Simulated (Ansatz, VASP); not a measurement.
## Al3GaN4 in VASP and in Ansatz

The input POSCAR:

```
Al3GaN4
1.0
    5.0380821985      0.0000000000      0.0000609633
    0.0000000000      2.9687013859      0.0000000000
   -0.0032907418      0.0000000000      5.4103929818
Al Ga N
3 1 4
Direct
    0.5002216625      0.5000000000      0.1672550745
    0.0006683705      0.5000000000      0.8349019374
    0.0010043255      0.0000000000      0.3316444641
    0.4994946875      0.0000000000      0.6662044640
    0.1107069781      0.0000000000      0.6663170124
    0.1226755900      0.5000000000      0.1671322918
    0.6254135993      0.5000000000      0.8406810063
    0.6234137866      0.0000000000      0.3258647496
```

File INCAR.step1:

```
SYSTEM = Al3GaN4
PREC = Accurate
ENCUT = 520
ISMEAR = 0
SIGMA = 0.05
LREAL = .False.
LASPH = .True.
NELM = 80
NBANDS = 31
GGA = PE
ALGO = Normal
EDIFF = 1E-4
LWAVE = .True.
LCHARG = .False.
```

The input INCAR.step2:

```
SYSTEM = Al3GaN4
PREC = Accurate
ENCUT = 520
EDIFF = 1E-6
ISMEAR = 0
SIGMA = 0.05
LREAL = .False.
LASPH = .True.
NELM = 80
ALGO = Normal
ISIF = 2
LWAVE = .False.
LCHARG = .True.
METAGGA = R2SCAN
LMIXTAU = .True.
LELF = .True.
LVHAR = .True.
NBANDS = 31
ISTART = 1
```

KPOINTS

```
regular mesh
0
Gamma
  6 8 4
  0 0 0
```

Input for Ansatz:

```yaml
crystal:
  lattice:
    - [5.0380821985, 0.0, 6.09633e-05]
    - [0.0, 2.9687013859, 0.0]
    - [-0.0032907418, 0.0, 5.4103929818]
  atoms:
    - { symbol: Al, position: [0.5002216625, 0.5, 0.1672550745] }
    - { symbol: Al, position: [0.0006683705, 0.5, 0.8349019374] }
    - { symbol: Al, position: [0.0010043255, 0.0, 0.3316444641] }
    - { symbol: Ga, position: [0.4994946875, 0.0, 0.666204464] }
    - { symbol: "N", position: [0.1107069781, 0.0, 0.6663170124] }
    - { symbol: "N", position: [0.12267559, 0.5, 0.1671322918] }
    - { symbol: "N", position: [0.6254135993, 0.5, 0.8406810063] }
    - { symbol: "N", position: [0.6234137866, 0.0, 0.3258647496] }
basis:
  ecutwfc: 500
kpoints:
  mp_grid: { grid: [6, 8, 4] }
hamiltonian:
  xc: r2scan
scf:
  occupations: { method: gaussian, width: 0.05 }
output:
  forces: true
  stress: true
  eigenvalues: true
```

Change from the starting cell: strain -0.0500 x Voigt [0, 1, 0, 0, 0, 0], atoms carried along.

Alike in both runs: task single point; functional r2SCAN; k mesh 6 × 8 × 4; occupations gaussian, width 0.05 eV; no spin polarisation.

|  | VASP | Ansatz |
| --- | --- | --- |
| version | VASP 6.6.1 | Ansatz 0.2.0 |
| potentials or method | VASP PAW PBE potentials, release 64 (Al, Ga_d, N), cutoff 520 eV | scalar-relativistic, plane waves, PAW |
| valence electrons in the cell | 42 | 42 |

```tsv
	VASP	Ansatz	Ansatz less VASP
gap on the k mesh at the Fermi level (eV)	4.30	4.28	-0.014
least direct gap on the mesh (eV)	4.30	4.28	-0.014
pressure (GPa)	12.6	12.6	-0.10
traceless stress, the component that is largest in VASP (GPa)	15.33	15.17	-0.165
rms of the force components (eV/Å)	0.421	0.410	-0.0109
```

VASP's potentials were made for PBE, not for r2SCAN. Atom by atom the forces differ by 0.032 eV/Å (rms over components).
